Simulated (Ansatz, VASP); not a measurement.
# Two plane-wave programs on H

```xyz
2
Lattice="9.0000 0.0000 0.0000 0.0000 9.5000 0.0000 0.0000 0.0000 10.0000" Properties=species:S:1:pos:R:3 pbc="T T T"
H     4.5000    4.7500    4.6174
H     4.5000    4.7500    5.3826
```

Alike in both runs: functional LDA; k mesh 1 × 1 × 1; occupations fermi-dirac, width 0.02 eV; no spin polarisation.

Ansatz relaxed the structure, and its values are those at the end. VASP's run is a single point on that final structure, the one shown.

|  | VASP | Ansatz |
| --- | --- | --- |
| version | VASP 6.6.1 | Ansatz 0.2.0 |
| potentials or method | VASP PAW LDA potentials, release 64 (H), cutoff 520 eV | plane waves, PAW |
| valence electrons in the cell | 2 | 2 |

```csv
,VASP,Ansatz,Ansatz less VASP
rms of the force components (eV/Å),0.009,0.000,-0.0085
```

LDA's correlation is that of Perdew and Zunger in VASP and of Perdew and Wang (1992) in Ansatz.
